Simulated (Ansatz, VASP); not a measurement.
**One calculation of Cd2Se, two programs**

Contents of INCAR:

```
SYSTEM = Cd2Se
  PREC = Accurate
  ENCUT = 520
  EDIFF = 1E-7
  ISMEAR = 0
  SIGMA = 0.1
  LREAL = .False.
  LASPH = .True.
  NELM = 100
  ALGO = Normal
  ISIF = 2
  LWAVE = .False.
  LCHARG = .False.
  GGA = PE
  NBANDS = 22
```

KPOINTS

```
Automatic mesh
0
Gamma
  6 6 2
  0 0 0
```

Contents of POSCAR:

```
Cd2Se
1.0
    3.5908898100      0.0000000000      0.0000000000
   -1.7954449000      3.1098018000      0.0000000000
    0.0000000000      0.0000000000      7.6673738800
Cd Se
2 1
Direct
    0.0000000000      0.0000000000      0.2382826300
    0.0000000000      0.0000000000      0.7617173700
    0.0000000000      0.0000000000      0.5000000000
```

Input for Ansatz:

```yaml
crystal:
  lattice:
    - [3.59088981, 0.0, 0.0]
    - [-1.7954449, 3.1098018, 0.0]
    - [0.0, 0.0, 7.66737388]
  atoms:
    - { symbol: Cd, position: [0.0, 0.0, 0.23828263] }
    - { symbol: Cd, position: [0.0, 0.0, 0.76171737] }
    - { symbol: Se, position: [0.0, 0.0, 0.5] }
basis:
  ecutwfc: 420
kpoints:
  mp_grid: { grid: [6, 6, 2] }
hamiltonian:
  xc: pbe
scf:
  occupations: { method: gaussian, width: 0.1 }
  lower_state_search: "off"
output:
  forces: true
  stress: true
  eigenvalues: true
```

Alike in both runs: task single point; functional PBE; k mesh 6 × 6 × 2; occupations gaussian, width 0.1 eV; no spin polarisation.

|  | VASP | Ansatz |
| --- | --- | --- |
| version | VASP 6.6.1 | Ansatz 0.2.0 |
| potentials or method | VASP PAW PBE potentials, release 64 (Cd, Se), cutoff 520 eV | scalar-relativistic, plane waves, PAW |
| valence electrons in the cell | 30 | 56 |

```csv
,VASP,Ansatz,Ansatz less VASP
gap on the k mesh at the Fermi level (eV),none,none,-
rms of the force components (eV/Å),6.087,5.891,-0.1960
```

Atom by atom the forces differ by 0.196 eV/Å (rms over components). A gap of «none» marks a metal or a gap that the smearing closes. VASP's potentials hold 30 valence electrons a cell and Ansatz's 56, so a difference there can come from the potentials and not from the codes.

The k mesh is coarse, so the values compare programs but aren't converged.
